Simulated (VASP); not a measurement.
# LiH (a cell with a defect) in VASP: single point with PBEsol

Aim: the single point of LiH (a cell with a defect) with PBEsol.

All numbers are computed with VASP 6.6.1; they aren't measurements. Logs are shortened: lines on timing, memory, paths and dates and some standing lists are left out, and cuts for length are marked.

**1. The cell of the first run**

The cell holds a defect, 62 atoms: a = 7.960 Å, b = 7.960 Å, c = 7.960 Å, α = 90.00°, β = 90.00°, γ = 90.00°.

**2. Single point, PBEsol**

Contents of INCAR:

```
SYSTEM = LiH
ALGO = Normal
EDIFF = 1E-6
ENCUT = 520
GGA = PS
ISIF = 2
ISMEAR = -1
ISYM = 0
LASPH = .TRUE.
LCHARG = .FALSE.
LREAL = Auto
LWAVE = .FALSE.
NBANDS = 99
NELM = 100
PREC = Accurate
SIGMA = 0.05
```

Contents of KPOINTS:

```
Automatic mesh
0
Gamma
  1 1 1
  0.25 0.25 0.25
```

Contents of POSCAR:

```
LiH
1.0
    7.9599380000      0.0000000000      0.0000000000
    0.0000000000      7.9599380000      0.0000000000
    0.0000000000      0.0000000000      7.9599380000
H Li
31 31
Direct
    0.2645780000      0.9992900000      0.9998400000
    0.2535110000      0.9994700000      0.5001210000
    0.2531770000      0.4996130000      0.9997680000
    0.7347420000      0.9997730000      0.0002050000
    0.7475080000      0.9994660000      0.4998400000
    0.7477540000      0.4992960000      0.9996690000
    0.7498710000      0.4993750000      0.5000380000
    0.0013150000      0.2662240000      0.9999550000
    0.0040870000      0.2561900000      0.5007440000
    0.0014270000      0.7330870000      0.0001300000
    0.0047400000      0.7423000000      0.4998320000
    0.4986490000      0.2530730000      0.0001640000
    0.4948170000      0.2555820000      0.4999800000
    0.4981030000      0.7455710000      0.0000490000
    0.4956170000      0.7437780000      0.4995890000
    0.0012220000      0.9995390000      0.2668170000
    0.0013470000      0.9995300000      0.7336780000
    0.0042870000      0.5001620000      0.2568370000
    0.0047840000      0.4991710000      0.7429170000
    0.4987230000      0.9995820000      0.2534540000
    0.4983560000      0.9997370000      0.7463470000
    0.4949760000      0.4992970000      0.2557520000
    0.4955300000      0.4991410000      0.7444780000
    0.2498230000      0.2537710000      0.2542030000
    0.2501070000      0.2544490000      0.7450110000
    0.2499730000      0.7441710000      0.2550900000
    0.2497700000      0.7452910000      0.7458530000
    0.7496360000      0.2510300000      0.2513070000
    0.7499460000      0.2507410000      0.7487310000
    0.7497700000      0.7481860000      0.2512070000
    0.7500780000      0.7482410000      0.7487190000
    0.9954700000      0.9996980000      0.5001670000
    0.9956980000      0.4995910000      0.9997770000
    0.9779880000      0.4997020000      0.5001810000
    0.5005660000      0.9997730000      0.9999960000
    0.5038090000      0.9996070000      0.5000140000
    0.5039640000      0.4996380000      0.9997960000
    0.5230820000      0.4994630000      0.4999440000
    0.2433250000      0.2395270000      0.9997910000
    0.2481210000      0.2248020000      0.4999490000
    0.2439730000      0.7592460000      0.9998060000
    0.2478700000      0.7741250000      0.4997480000
    0.7558740000      0.2425250000      0.9999020000
    0.7516100000      0.2439720000      0.4999260000
    0.7563180000      0.7571950000      0.0000670000
    0.7517760000      0.7552560000      0.5000000000
    0.2432300000      0.9994500000      0.2398110000
    0.2439750000      0.9995600000      0.7596720000
    0.2479440000      0.4995320000      0.2251560000
    0.2480560000      0.4994140000      0.7744810000
    0.7555210000      0.9996190000      0.2429020000
    0.7561780000      0.9999110000      0.7575000000
    0.7518220000      0.4994070000      0.2440900000
    0.7519800000      0.4996930000      0.7554400000
    0.0000650000      0.2437540000      0.2441130000
    0.0003440000      0.2444980000      0.7548570000
    0.0003010000      0.7543310000      0.2449040000
    0.0006960000      0.7552340000      0.7558060000
    0.4989710000      0.2485150000      0.2486920000
    0.4994770000      0.2487330000      0.7512430000
    0.4993680000      0.7504430000      0.2488720000
    0.4997530000      0.7509100000      0.7512880000
```

Potentials or basis: VASP PAW PBE potentials, release 64 (H, Li_sv).

The run is started by

```console
> cat potpaw_PBE.64/H/POTCAR potpaw_PBE.64/Li_sv/POTCAR > POTCAR
> mpirun -np 1 vasp_std > vasp.out
```

OUTCAR:

```text
SYSTEM = LiH
   EDIFF = 1E-6
   ENCUT = 520
   GGA = PS
   ISIF = 2
   ISMEAR = -1
   ISYM = 0
   LASPH = .TRUE.
   LREAL = Auto
   NELM = 100
   PREC = Accurate

 ion  position               nearest neighbor table
   1  0.265  0.999  1.000-
   2  0.254  0.999  0.500-
   3  0.253  0.500  1.000-
   4  0.735  1.000  0.000-
   5  0.748  0.999  0.500-
   6  0.748  0.499  1.000-
[... 54 lines left out ...]
  61  0.499  0.750  0.249-
  62  0.500  0.751  0.751-

IMPORTANT INFORMATION: All symmetrisations will be switched off!
NOSYMM: (Re-)initialisation of all symmetry stuff for point group C_1.

----------------------------------------------------------------------------------------

                                     Primitive cell

  volume of cell :     504.3466

  direct lattice vectors                    reciprocal lattice vectors
     7.959938000  0.000000000  0.000000000     0.125629119  0.000000000  0.000000000
     0.000000000  7.959938000  0.000000000     0.000000000  0.125629119  0.000000000
     0.000000000  0.000000000  7.959938000     0.000000000  0.000000000  0.125629119

  length of vectors
     7.959938000  7.959938000  7.959938000     0.125629119  0.125629119  0.125629119

  position of ions in fractional coordinates (direct lattice)
     0.264578000  0.999290000  0.999840000
     0.253511000  0.999470000  0.500121000
     0.253177000  0.499613000  0.999768000
     0.734742000  0.999773000  0.000205000
     0.747508000  0.999466000  0.499840000
     0.747754000  0.499296000  0.999669000
[... 54 lines left out ...]
     0.499368000  0.750443000  0.248872000
     0.499753000  0.750910000  0.751288000

  ion indices of the primitive-cell ions
   primitive index   ion index
                 1           1
                 2           2
                 3           3
                 4           4
                 5           5
                 6           6
[... 54 lines left out ...]
                61          61
                62          62

----------------------------------------------------------------------------------------

 KPOINTS: Automatic mesh

Automatic generation of k-mesh.
 Grid dimensions read from file:
 generate k-points for:    1    1    1

 Generating k-lattice:

  Cartesian coordinates                     Fractional coordinates (reciprocal lattice)
     0.125629119  0.000000000  0.000000000     1.000000000  0.000000000  0.000000000
     0.000000000  0.125629119  0.000000000     0.000000000  1.000000000  0.000000000
     0.000000000  0.000000000  0.125629119     0.000000000  0.000000000  1.000000000

  Length of vectors
     0.125629119  0.125629119  0.125629119

  Shift w.r.t. Gamma in fractional coordinates (k-lattice)
     0.250000000  0.250000000  0.250000000

 Subroutine IBZKPT returns following result:
 ===========================================

 Found      4 irreducible k-points:

 Following reciprocal coordinates:
            Coordinates               Weight
  0.250000  0.250000  0.250000      2.000000
 -0.250000  0.250000  0.250000      2.000000
 -0.250000 -0.250000  0.250000      2.000000
  0.250000 -0.250000  0.250000      2.000000
   k-points           NKPTS =      4   k-points in BZ     NKDIM =      4   number of bands    NBANDS=     99
   number of dos      NEDOS =    301   number of ions     NIONS =     62
   total plane-waves  NPLWV = 216000
   dimension x,y,z NGX =    60 NGY =   60 NGZ =   60
   dimension x,y,z NGXF=   120 NGYF=  120 NGZF=  120
   ions per type =              31  31
   NGX,Y,Z   is equivalent  to a cutoff of  12.53, 12.53, 12.53 a.u.
   NGXF,Y,Z  is equivalent  to a cutoff of  25.06, 25.06, 25.06 a.u.
 SYSTEM =  LiH
   PREC   = accura    normal or accurate (medium, high low for compatibility)
   ISTART =      0    job   : 0-new  1-cont  2-samecut
   ICHARG =      2    charge: 1-file 2-atom 10-const
   ISPIN  =      1    spin polarized calculation?
   LNONCOLLINEAR =      F non collinear calculations
   LSORBIT =      F    spin-orbit coupling
   LASPH  =      T    aspherical Exc in radial PAW
   ENCUT  =  520.0 eV  38.22 Ry    6.18 a.u.  14.80 14.80 14.80*2*pi/ulx,y,z
   NELM   =    100;   NELMIN=  2; NELMDL= -5     # of ELM steps
   EDIFF  = 0.1E-05   stopping-criterion for ELM
   LREAL  =      T    real-space projection
   EDIFFG = 0.1E-04   stopping-criterion for IOM
   NSW    =      0    number of steps for IOM
   IBRION =     -1    ionic relax: 0-MD 1-quasi-New 2-CG
   NFREE  =      0    steps in history (QN), initial steepest desc. (CG)
   ISIF   =      2    stress and relaxation
   ISYM   =      0    0-nonsym 1-usesym 2-fastsym
   POTIM  = 0.5000    time-step for ionic-motion
   TEBEG  =    0.0;   TEEND  =   0.0 temperature during run
   PSTRESS=    0.0 pullay stress
   NELECT =     124.0000    total number of electrons
   NUPDOWN=      -1.0000    fix difference up-down
   EMIN   =  10.00;   EMAX   =-10.00  energy-range for DOS
   EFERMI =   0.00;   METHOD = LEGACY
   ISMEAR =    -1;   SIGMA  =   0.05  broadening in eV -4-tet -1-fermi 0-gaus
   EFERMI_NEDOS =   21; number of points for ismear=-14 and -15
   IALGO  =     38    algorithm
   IMIX   =      4    mixing-type and parameters
     AMIX     =   0.40;   BMIX     =  1.00
     AMIX_MAG =   1.60;   BMIX_MAG =  1.00
  volume/ion in A,a.u.               =       8.13        54.90
  Fermi-wavevector in a.u.,A,eV,Ry     =   1.025587  1.938078 14.310989  1.051828
  Thomas-Fermi vector in A             =   2.159435
   LORBIT       =      0    0 simple, 1 ext, 2 COOP (PROOUT), +10 PAW based schemes
   GGA     = PS    functional components
   LHFCALC =     F    Hartree Fock is set to
   AEXX    =    0.0000 exact exchange contribution
   IVDW    =     0    specifies the selected vdW correction
   LEPSILON=     F    determine dielectric tensor
   LRPA    =     F    only Hartree local field effects (RPA)
 non-spin polarized calculation
  energy-cutoff  :      520.00
  volume of cell :      504.35
 maximum number of plane-waves:     13577
   NGX = 29   NGY = 29   NGZ = 29

 number of electron     123.9999799 magnetization

 Free energy of the ion-electron system (eV)
  ---------------------------------------------------
  ext. energy  EPLUGINS =         0.00000000
  ---------------------------------------------------
  free energy    TOTEN  =      -188.13542650 eV

  energy without entropy =     -188.13542650  energy(sigma->0) =     -188.13542650

 E-fermi :   0.9307     XC(G=0):  -8.5388

 val. band max:       -0.2871376647   @ k =  -0.2500  -0.2500   0.2500
 cond. band min:       2.3422857456   @ k =   0.2500  -0.2500   0.2500
 fundamental gap:      2.6294234103
 Fermi energy:         0.9307437182

 k-point     1 :       0.2500    0.2500    0.2500
  band No.  band energies     occupation
      1     -43.9117      2.00000
      2     -43.8750      2.00000
      3     -43.8721      2.00000
      4     -43.8706      2.00000
      5     -43.8671      2.00000
      6     -43.7834      2.00000
[... 66 lines left out ...]
     73       5.0596      0.00000
     74       5.1652      0.00000

 k-point     2 :      -0.2500    0.2500    0.2500
  band No.  band energies     occupation
      1     -43.9117      2.00000
      2     -43.8750      2.00000
      3     -43.8721      2.00000
      4     -43.8706      2.00000
      5     -43.8671      2.00000
      6     -43.7834      2.00000
[... 66 lines left out ...]
     73       5.0561      0.00000
     74       5.1656      0.00000

 k-point     3 :      -0.2500   -0.2500    0.2500
  band No.  band energies     occupation
      1     -43.9117      2.00000
      2     -43.8750      2.00000
      3     -43.8721      2.00000
      4     -43.8706      2.00000
      5     -43.8671      2.00000
      6     -43.7834      2.00000
[... 66 lines left out ...]
     73       5.0559      0.00000
     74       5.1648      0.00000

 k-point     4 :       0.2500   -0.2500    0.2500
  band No.  band energies     occupation
      1     -43.9117      2.00000
      2     -43.8750      2.00000
      3     -43.8721      2.00000
      4     -43.8706      2.00000
      5     -43.8671      2.00000
      6     -43.7834      2.00000
[... 66 lines left out ...]
     73       5.0556      0.00000
     74       5.1649      0.00000
 [bands above 74 left out]

------------------------ aborting loop because EDIFF is reached ----------------------------------------

  FORCE on cell =-STRESS in cart. coord.  units (eV):
  Direction    XX          YY          ZZ          XY          YZ          ZX
  --------------------------------------------------------------------------------------
  -------------------------------------------------------------------------------------
  Total       -0.2891674      0.0331008      0.0414310     -0.0020667     -0.0012109     -0.0050491
  in kB       -0.9186092      0.1051527      0.1316154     -0.0065655     -0.0038467     -0.0160396
  external PRESSURE =      -0.2272804 kB  Pullay stress =       0.0000000 kB

 VOLUME and BASIS-vectors are now :
 -----------------------------------------------------------------------------
  energy-cutoff  :      520.00
  volume of cell :      504.35
      direct lattice vectors                 reciprocal lattice vectors
     7.959938000  0.000000000  0.000000000     0.125629119  0.000000000  0.000000000
     0.000000000  7.959938000  0.000000000     0.000000000  0.125629119  0.000000000
     0.000000000  0.000000000  7.959938000     0.000000000  0.000000000  0.125629119

 POSITION                                       TOTAL-FORCE (eV/Angst)
 -----------------------------------------------------------------------------------
      2.10602      7.95429      7.95866         0.010514      0.004863      0.001719
      2.01793      7.95572      3.98093        -0.001214      0.000119     -0.002863
      2.01527      3.97689      7.95809         0.004318     -0.003354      0.002449
      5.84850      7.95813      0.00163        -0.000074     -0.003510     -0.004342
      5.95012      7.95569      3.97870         0.001607      0.003241      0.004608
      5.95208      3.97437      7.95730        -0.000869      0.005824      0.004380
[... 54 lines left out ...]
      3.97494      5.97348      1.98101         0.001119      0.005291     -0.003970
      3.97800      5.97720      5.98021        -0.004943     -0.001766     -0.000062
 -----------------------------------------------------------------------------------
    total drift:                                0.001878     -0.000255      0.005280

  FREE ENERGIE OF THE ION-ELECTRON SYSTEM (eV)
  ---------------------------------------------------
  free  energy   TOTEN  =      -188.1354264961 eV

  energy  without entropy=     -188.1354264960  energy(sigma->0) =     -188.13542650
```

Wall time 12 min (1 thread of AMD EPYC 7R13, shared host); peak memory 0.52 GiB.

Results:

* Free energy: -188.1354 eV
* Largest force: 0.028 eV/Å
* Band gap on the k mesh: 2.63 eV

Forces in eV/Å, atoms in the order of the input:
```
H    0.011  0.005  0.002
H   -0.001  0.000 -0.003
H    0.004 -0.003  0.002
H    0.000 -0.004 -0.004
H    0.002  0.003  0.005
H   -0.001  0.006  0.004
H    0.006  0.003  0.000
H   -0.001 -0.004 -0.002
H    0.010  0.005 -0.018
H    0.000 -0.001 -0.001
H   -0.002  0.007  0.007
H   -0.006  0.003 -0.005
H    0.001 -0.009 -0.001
H    0.010  0.007 -0.002
H   -0.012  0.003  0.012
H    0.000 -0.003 -0.005
H    0.002  0.002 -0.002
H    0.005 -0.018  0.001
H   -0.001  0.010  0.004
H   -0.008 -0.002  0.003
H    0.005 -0.002  0.001
H   -0.001  0.003 -0.006
H   -0.009  0.013 -0.001
H   -0.007  0.009  0.009
H   -0.005 -0.002  0.002
H   -0.003  0.009 -0.005
H    0.007 -0.012 -0.015
H    0.004 -0.002  0.000
H   -0.001  0.003 -0.002
H    0.002 -0.001  0.001
H   -0.001  0.002  0.000
Li   0.001 -0.004 -0.001
Li  -0.002  0.000  0.001
Li   0.012 -0.008 -0.006
Li  -0.003 -0.004  0.002
Li  -0.005 -0.001 -0.003
Li  -0.007 -0.004  0.003
Li  -0.020  0.002  0.000
Li   0.005  0.006  0.000
Li  -0.002  0.025 -0.003
Li  -0.005 -0.003  0.006
Li   0.008 -0.026  0.008
Li   0.006 -0.006  0.001
Li   0.000  0.003  0.001
Li   0.001 -0.003  0.001
Li   0.001 -0.003 -0.001
Li   0.008 -0.003  0.008
Li  -0.005  0.002 -0.001
Li   0.001 -0.004  0.025
Li   0.005  0.006 -0.025
Li   0.010 -0.001 -0.005
Li   0.002 -0.005  0.000
Li  -0.002  0.004  0.007
Li  -0.002 -0.002  0.000
Li  -0.002  0.009  0.011
Li  -0.004 -0.003  0.008
Li  -0.005  0.008  0.000
Li  -0.010 -0.004 -0.011
Li   0.007 -0.004 -0.001
Li   0.000 -0.008  0.000
Li   0.001  0.005 -0.004
Li  -0.005 -0.002  0.000
```

Levels at points of the mesh, in eV from the valence-band top:
| k point | band 59 | band 60 | band 61 | band 62 | band 63 | band 64 | band 65 | band 66 |
| --- | --- | --- | --- | --- | --- | --- | --- | --- |
| (0.25, 0.25, 0.25) | -0.37 | -0.28 | -0.02 | 0.00 | 2.63 | 4.46 | 4.48 | 4.68 |

Caveat: the cutoff is under 1.25 times the usual one of these potentials, so pressure, stress and relaxed cells hold a basis-set (Pulay) error; the PAW data sets were made with another functional, which shifts forces and pressure a little.
